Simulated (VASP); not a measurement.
# SrO (I4/mmm) in VASP: further runs

Runs on SrO. Level: PBEsol. Tasks: single point.

Program: VASP 6.6.1. These are calculated values, not measurements. Logs are shortened: lines on timing, memory, paths and dates and some standing lists are left out, and cuts for length are marked.

## 1. The cell of the first run

The structure is tetragonal, space group I4/mmm (No. 139). Conventional cell: a = 3.562 Å, b = 3.562 Å, c = 5.140 Å, α = 90.00°, β = 90.00°, γ = 90.00°. Within 3.3 Å of Sr (site symmetry 4/mmm) lie 6 O at 2.52 to 2.57 Å. O (site symmetry 4/mmm) has 6 Sr at 2.52 to 2.57 Å within 3.3 Å.

## 2. Single point, PBEsol (equal xx and yy strain of -2 %)

File INCAR:

```
SYSTEM = SrO
ALGO = Normal
EDIFF = 1E-6
ENCUT = 520
GGA = PS
ISIF = 2
ISMEAR = -1
LASPH = .TRUE.
LCHARG = .TRUE.
LELF = .TRUE.
LREAL = .FALSE.
LVHAR = .TRUE.
LWAVE = .FALSE.
NBANDS = 15
NELM = 100
PREC = Accurate
SIGMA = 0.03
```

File KPOINTS:

```
k-points
0
G
  8 8 8
  0 0 0
```

File POSCAR:

```
SrO
1.0
    0.0000000000      2.5184040000      2.5698000000
    2.5184040000      0.0000000000      2.5698000000
    2.5184040000      2.5184040000      0.0000000000
Sr O
1 1
Direct
    0.0000000000      0.0000000000      0.0000000000
    0.5000000000      0.5000000000      0.5000000000
```

Potentials or basis: VASP PAW PBE potentials, release 64 (Sr_sv, O).

Started as:

```bash
$ cat potpaw_PBE.64/Sr_sv/POTCAR potpaw_PBE.64/O/POTCAR > POTCAR
$ mpirun -np 1 vasp_std > vasp.out
```

OUTCAR:

```text
SYSTEM = SrO
   EDIFF = 1E-6
   ENCUT = 520
   GGA = PS
   ISIF = 2
   ISMEAR = -1
   LASPH = .TRUE.
   LREAL = .FALSE.
   NELM = 100
   PREC = Accurate

 ion  position               nearest neighbor table
   1  0.000  0.000  0.000-   2 2.52   2 2.52   2 2.52   2 2.52   2 2.57   2 2.57
   2  0.500  0.500  0.500-   1 2.52   1 2.52   1 2.52   1 2.52   1 2.57   1 2.57

  LATTYP: Found a body centered tetragonal cell.
 ALAT       =     3.5615610923
 C/A-ratio  =     1.4430750636

  Lattice vectors:

 A1 = (  -2.5184040000,   0.0000000000,   2.5698000000)
 A2 = (   2.5184040000,   0.0000000000,   2.5698000000)
 A3 = (   0.0000000000,   2.5184040000,  -2.5698000000)

Analysis of symmetry for initial positions (statically):
=====================================================================
 Subroutine PRICEL returns:
 Original cell was already a primitive cell.

 Routine SETGRP: Setting up the symmetry group for a
 body centered tetragonal supercell.

 Subroutine GETGRP returns: Found 16 space group operations
 (whereof 16 operations were pure point group operations)
 out of a pool of 16 trial point group operations.

The static configuration has the point symmetry D_4h.

Analysis of symmetry for dynamics (positions and initial velocities):
=====================================================================
 Subroutine PRICEL returns:
 Original cell was already a primitive cell.

 Routine SETGRP: Setting up the symmetry group for a
 body centered tetragonal supercell.

 Subroutine GETGRP returns: Found 16 space group operations
 (whereof 16 operations were pure point group operations)
 out of a pool of 16 trial point group operations.

The dynamic configuration has the point symmetry D_4h.

 Subroutine INISYM returns: Found 16 space group operations
 (whereof 16 operations are pure point group operations),
 and found     1 'primitive' translations

----------------------------------------------------------------------------------------

                                     Primitive cell

  volume of cell :      32.5972

  direct lattice vectors                    reciprocal lattice vectors
     0.000000000  2.518404000  2.569800000    -0.198538439  0.198538439  0.194567671
     2.518404000  0.000000000  2.569800000     0.198538439 -0.198538439  0.194567671
     2.518404000  2.518404000  0.000000000     0.198538439  0.198538439 -0.194567671

  length of vectors
     3.598087096  3.598087096  3.561561092     0.341601526  0.341601526  0.341601526

  position of ions in fractional coordinates (direct lattice)
     0.000000000  0.000000000  0.000000000
     0.500000000  0.500000000  0.500000000

  ion indices of the primitive-cell ions
   primitive index   ion index
                 1           1
                 2           2

----------------------------------------------------------------------------------------

 KPOINTS: k-points

Automatic generation of k-mesh.
 Grid dimensions read from file:
 generate k-points for:    8    8    8

 Generating k-lattice:

  Cartesian coordinates                     Fractional coordinates (reciprocal lattice)
    -0.024817305  0.024817305  0.024320959     0.125000000 -0.000000000  0.000000000
     0.024817305 -0.024817305  0.024320959    -0.000000000  0.125000000  0.000000000
     0.024817305  0.024817305 -0.024320959     0.000000000  0.000000000  0.125000000

  Length of vectors
     0.042700191  0.042700191  0.042700191

  Shift w.r.t. Gamma in fractional coordinates (k-lattice)
     0.000000000  0.000000000  0.000000000

 Subroutine IBZKPT returns following result:
 ===========================================

 Found     59 irreducible k-points:

 Following reciprocal coordinates:
            Coordinates               Weight
  0.000000  0.000000  0.000000      1.000000
  0.125000  0.000000  0.000000      8.000000
  0.250000  0.000000  0.000000      8.000000
  0.375000  0.000000  0.000000      8.000000
  0.500000  0.000000  0.000000      4.000000
  0.125000  0.125000  0.000000      2.000000
[... 16 lines left out ...]
  0.250000  0.000000  0.125000     16.000000
  0.375000  0.000000  0.125000     16.000000
 [... further k-points ...]
   k-points           NKPTS =     59   k-points in BZ     NKDIM =     59   number of bands    NBANDS=     15
   number of dos      NEDOS =    301   number of ions     NIONS =      2
   total plane-waves  NPLWV =  21952
   dimension x,y,z NGX =    28 NGY =   28 NGZ =   28
   dimension x,y,z NGXF=    56 NGYF=   56 NGZF=   56
   ions per type =               1   1
   NGX,Y,Z   is equivalent  to a cutoff of  12.94, 12.94, 13.07 a.u.
   NGXF,Y,Z  is equivalent  to a cutoff of  25.87, 25.87, 26.14 a.u.
 SYSTEM =  SrO
   PREC   = accura    normal or accurate (medium, high low for compatibility)
   ISTART =      0    job   : 0-new  1-cont  2-samecut
   ICHARG =      2    charge: 1-file 2-atom 10-const
   ISPIN  =      1    spin polarized calculation?
   LNONCOLLINEAR =      F non collinear calculations
   LSORBIT =      F    spin-orbit coupling
   LASPH  =      T    aspherical Exc in radial PAW
   ENCUT  =  520.0 eV  38.22 Ry    6.18 a.u.   6.69  6.69  6.62*2*pi/ulx,y,z
   NELM   =    100;   NELMIN=  2; NELMDL= -5     # of ELM steps
   EDIFF  = 0.1E-05   stopping-criterion for ELM
   LREAL  =      F    real-space projection
   EDIFFG = 0.1E-04   stopping-criterion for IOM
   NSW    =      0    number of steps for IOM
   IBRION =     -1    ionic relax: 0-MD 1-quasi-New 2-CG
   NFREE  =      0    steps in history (QN), initial steepest desc. (CG)
   ISIF   =      2    stress and relaxation
   ISYM   =      2    0-nonsym 1-usesym 2-fastsym
   POTIM  = 0.5000    time-step for ionic-motion
   TEBEG  =    0.0;   TEEND  =   0.0 temperature during run
   PSTRESS=    0.0 pullay stress
   NELECT =      16.0000    total number of electrons
   NUPDOWN=      -1.0000    fix difference up-down
   EMIN   =  10.00;   EMAX   =-10.00  energy-range for DOS
   EFERMI =   0.00;   METHOD = LEGACY
   ISMEAR =    -1;   SIGMA  =   0.03  broadening in eV -4-tet -1-fermi 0-gaus
   EFERMI_NEDOS =   21; number of points for ismear=-14 and -15
   IALGO  =     38    algorithm
   IMIX   =      4    mixing-type and parameters
     AMIX     =   0.40;   BMIX     =  1.00
     AMIX_MAG =   1.60;   BMIX_MAG =  1.00
  volume/ion in A,a.u.               =      16.30       109.99
  Fermi-wavevector in a.u.,A,eV,Ry     =   1.291382  2.440358 22.689999  1.667668
  Thomas-Fermi vector in A             =   2.423156
   LORBIT       =      0    0 simple, 1 ext, 2 COOP (PROOUT), +10 PAW based schemes
   GGA     = PS    functional components
   LHFCALC =     F    Hartree Fock is set to
   AEXX    =    0.0000 exact exchange contribution
   IVDW    =     0    specifies the selected vdW correction
   LEPSILON=     F    determine dielectric tensor
   LRPA    =     F    only Hartree local field effects (RPA)
 non-spin polarized calculation
  energy-cutoff  :      520.00
  volume of cell :       32.60
 maximum number of plane-waves:       895
   NGX = 13   NGY = 13   NGZ = 13

 number of electron      15.9999996 magnetization

 Free energy of the ion-electron system (eV)
  ---------------------------------------------------
  ext. energy  EPLUGINS =         0.00000000
  ---------------------------------------------------
  free energy    TOTEN  =       -12.62021629 eV

  energy without entropy =      -12.62021629  energy(sigma->0) =      -12.62021629

 E-fermi :   2.3761     XC(G=0): -10.4786

 val. band max:        1.7194145926   @ k =   0.0000   0.0000   0.0000
 cond. band min:       4.7893619149   @ k =   0.5000   0.0000   0.5000
 fundamental gap:      3.0699473222
 Fermi energy:         2.3760784905

 k-point     1 :       0.0000    0.0000    0.0000
  band No.  band energies     occupation
      1     -30.4053      2.00000
      2     -13.3607      2.00000
      3     -12.0172      2.00000
      4     -12.0074      2.00000
      5     -12.0074      2.00000
      6       1.6368      2.00000
      7       1.7194      2.00000
      8       1.7194      2.00000
      9       5.8031      0.00000
     10       7.8305      0.00000
     11       7.9958      0.00000
     12       7.9958      0.00000
     13      10.1064      0.00000
     14      10.3733      0.00000
     15      14.3760      0.00000

 k-point     2 :       0.1250    0.0000    0.0000
  band No.  band energies     occupation
      1     -30.3808      2.00000
      2     -13.7309      2.00000
      3     -12.0316      2.00000
      4     -12.0180      2.00000
      5     -11.6979      2.00000
      6       1.2070      2.00000
      7       1.4560      2.00000
      8       1.4973      2.00000
      9       6.5270      0.00000
     10       7.7699      0.00000
     11       8.2239      0.00000
     12       8.3132      0.00000
     13      10.5449      0.00000
     14      10.8210      0.00000
     15      15.4420      0.00000

 k-point     3 :       0.2500    0.0000    0.0000
  band No.  band energies     occupation
      1     -30.3208      2.00000
      2     -14.3410      2.00000
      3     -12.0720      2.00000
      4     -12.0434      2.00000
      5     -11.2284      2.00000
      6       0.3338      2.00000
      7       0.9968      2.00000
      8       1.0211      2.00000
      9       7.7297      0.00000
     10       8.0945      0.00000
     11       9.1197      0.00000
     12       9.1801      0.00000
     13      11.6384      0.00000
     14      11.9284      0.00000
     15      17.6127      0.00000
[... 343 lines left out ...]
 k-point    23 :       0.2500    0.0000    0.1250
  band No.  band energies     occupation
      1     -30.3237      2.00000
      2     -14.1895      2.00000
      3     -12.1405      2.00000
      4     -12.1119      2.00000
      5     -11.3176      2.00000
      6       0.3402      2.00000
      7       1.2512      2.00000
      8       1.3811      2.00000
      9       6.9220      0.00000
     10       7.5903      0.00000
     11       9.3793      0.00000
     12       9.5427      0.00000
     13      11.0583      0.00000
     14      12.1817      0.00000
     15      17.6139      0.00000

 k-point    24 :       0.3750    0.0000    0.1250
  band No.  band energies     occupation
      1     -30.2632      2.00000
      2     -14.6107      2.00000
      3     -12.1805      2.00000
      4     -12.1502      2.00000
      5     -11.1008      2.00000
      6      -0.0557      2.00000
      7       0.7554      2.00000
      8       0.9563      2.00000
      9       7.3000      0.00000
     10       8.9023      0.00000
     11      10.3933      0.00000
     12      10.5521      0.00000
     13      12.4002      0.00000
     14      13.1481      0.00000
     15      17.9210      0.00000

 [... further k-points ...]

------------------------ aborting loop because EDIFF is reached ----------------------------------------

  FORCE on cell =-STRESS in cart. coord.  units (eV):
  Direction    XX          YY          ZZ          XY          YZ          ZX
  --------------------------------------------------------------------------------------
  -------------------------------------------------------------------------------------
  Total        1.0146689      1.0146689      0.3418366      0.0000000     -0.0000000      0.0000000
  in kB       49.8717747     49.8717747     16.8015387      0.0000000     -0.0000000      0.0000000
  external PRESSURE =      38.8483627 kB  Pullay stress =       0.0000000 kB

 VOLUME and BASIS-vectors are now :
 -----------------------------------------------------------------------------
  energy-cutoff  :      520.00
  volume of cell :       32.60
      direct lattice vectors                 reciprocal lattice vectors
     0.000000000  2.518404000  2.569800000    -0.198538439  0.198538439  0.194567671
     2.518404000  0.000000000  2.569800000     0.198538439 -0.198538439  0.194567671
     2.518404000  2.518404000  0.000000000     0.198538439  0.198538439 -0.194567671

 POSITION                                       TOTAL-FORCE (eV/Angst)
 -----------------------------------------------------------------------------------
      0.00000      0.00000      0.00000         0.000000     -0.000000     -0.000000
      2.51840      2.51840      2.56980        -0.000000      0.000000      0.000000
 -----------------------------------------------------------------------------------
    total drift:                                0.000000      0.000000      0.000000

  FREE ENERGIE OF THE ION-ELECTRON SYSTEM (eV)
  ---------------------------------------------------
  free  energy   TOTEN  =       -12.6202162889 eV

  energy  without entropy=      -12.6202162889  energy(sigma->0) =      -12.62021629
```

Run time: 22 s. Hardware: 1 thread of Intel Xeon 6975P-C, shared host; peak memory 0.18 GiB.

Results:

| Item | Value |
| --- | --- |
| Free energy | -12.6202 eV |
| Pressure | 3.9 GPa |
| Band gap on the k mesh | 3.07 eV, indirect (least direct gap 3.12 eV) |

Caveat: the cell differs from its parent crystal (equal xx and yy strain of -2 %); the PAW data sets were made with another functional, which shifts forces and pressure a little.

## 3. Single point, PBEsol (zz strain of -2 %)

File INCAR:

```
SYSTEM = SrO
PREC = Accurate ; ENCUT = 520
EDIFF = 1E-6 ; ISMEAR = -1
SIGMA = 0.03 ; LREAL = .False.
LASPH = .True. ; NELM = 60
ALGO = Normal ; ISIF = 2
LWAVE = .False. ; LCHARG = .True.
GGA = PS ; LELF = .True.
LVHAR = .True. ; NBANDS = 15
```

File KPOINTS:

```
regular mesh
0
Gamma
  8 8 8
  0 0 0
```

File POSCAR:

```
SrO
1.0
    0.0000000000      2.5698000000      2.5184040000
    2.5698000000      0.0000000000      2.5184040000
    2.5698000000      2.5698000000      0.0000000000
Sr O
1 1
Direct
    0.0000000000      0.0000000000      0.0000000000
    0.5000000000      0.5000000000      0.5000000000
```

Potentials or basis: VASP PAW PBE potentials, release 64 (Sr_sv, O).

Started as:

```bash
$ cat potpaw_PBE.64/Sr_sv/POTCAR potpaw_PBE.64/O/POTCAR > POTCAR
$ mpirun -np 1 vasp_std > vasp.out
```

It took 22 s on 1 thread of Intel Xeon 6975P-C, shared host; peak memory 0.17 GiB.

It converged, with:

* Free energy: -12.6321 eV
* Pressure: 1.7 GPa
* Band gap on the k mesh: 3.03 eV, indirect (least direct gap 3.17 eV)

Stress tensor (GPa, compression positive):
```
0.68 0.00 0.00
0.00 0.68 0.00
0.00 0.00 3.86
```

Levels at points of the mesh, in eV from the valence-band top:
```tsv
k point	band 6	band 7	band 8	band 9	band 10	band 11
(0.00, 0.00, 0.00)	-0.08	-0.08	0.00	3.91	6.10	6.10
(0.50, 0.00, 0.00)	-2.32	-1.26	-1.25	6.53	8.40	8.90
(0.50, 0.50, 0.00)	-0.36	-0.16	-0.16	3.03	7.88	10.27
(0.50, 0.00, 0.50)	-0.50	-0.16	-0.06	3.11	7.86	10.30
```

Caveat: the cell differs from its parent crystal (zz strain of -2 %); the PAW data sets were made with another functional, which shifts forces and pressure a little. A k mesh can miss the band edges.

## 4. Single point, PBEsol (zz strain of -1 %)

File INCAR:

```
SYSTEM = SrO
  PREC = Accurate
  ENCUT = 520
  EDIFF = 1E-6
  ISMEAR = -1
  SIGMA = 0.03
  LREAL = .False.
  LASPH = .True.
  NELM = 60
  ALGO = Normal
  ISIF = 2
  LWAVE = .False.
  LCHARG = .True.
  GGA = PS
  LELF = .True.
  LVHAR = .True.
  NBANDS = 15
```

File KPOINTS:

```
Automatic mesh
0
Gamma
  8 8 8
  0 0 0
```

File POSCAR:

```
SrO
1.0
    0.0000000000      2.5698000000      2.5441020000
    2.5698000000      0.0000000000      2.5441020000
    2.5698000000      2.5698000000      0.0000000000
Sr O
1 1
Direct
    0.0000000000      0.0000000000      0.0000000000
    0.5000000000      0.5000000000      0.5000000000
```

Started as:

```bash
$ cat potpaw_PBE.64/Sr_sv/POTCAR potpaw_PBE.64/O/POTCAR > POTCAR
$ mpirun -np 1 vasp_std > vasp.out
```

Wall time 25 s (1 thread of Intel Xeon 6975P-C, shared host); peak memory 0.17 GiB.

Results (log left out):

| Quantity | Value |
| --- | --- |
| Free energy | -12.6381 eV |
| Pressure | 0.7 GPa |
| Band gap on the k mesh | 3.10 eV, indirect (least direct gap 3.21 eV) |

Stress tensor (GPa, compression positive):
```
0.17 0.00 0.00
0.00 0.17 0.00
0.00 0.00 1.64
```

Levels at points of the mesh, in eV from the valence-band top:
```
           k point  band 5  band 6  band 7  band 8  band 9  band 10  band 11  band 12
(0.00, 0.00, 0.00)  -13.86   -0.04   -0.04    0.00    3.87     6.13     6.13     6.21
(0.50, 0.00, 0.00)  -12.67   -2.27   -1.20   -1.20    6.51     8.35     8.88     8.90
(0.50, 0.50, 0.00)  -14.27   -0.40   -0.12   -0.12    3.10     7.83    10.24    10.32
(0.50, 0.00, 0.50)  -14.24   -0.46   -0.12   -0.07    3.13     7.82    10.25    10.28
```

Caveat: the cell differs from its parent crystal (zz strain of -1 %); the PAW data sets were made with another functional, which shifts forces and pressure a little.

## 5. The runs side by side

| cell | gap on the mesh (eV) | pressure (GPa) |
| --- | --- | --- |
| a = 3.598, b = 3.598, c = 3.562 Å, angles 60.3, 60.3, 59.3°, 2 atoms | 3.07 | 3.9 |
| a = 3.598, b = 3.598, c = 3.634 Å, angles 59.7, 59.7, 60.7°, 2 atoms | 3.03 | 1.7 |
| a = 3.616, b = 3.616, c = 3.634 Å, angles 59.8, 59.8, 60.3°, 2 atoms | 3.10 | 0.7 |

Alike in all rows: task single point; level PBEsol; potentials or basis VASP PAW PBE potentials, release 64 (Sr_sv, O); no spin polarisation; k mesh 8 × 8 × 8; cutoff (eV) 520; smearing fermi-dirac 0.03 eV.

Caveats: the PAW data sets were made with another functional, which shifts forces and pressure a little.

Absolute energies hang on the potentials; compare differences alone.
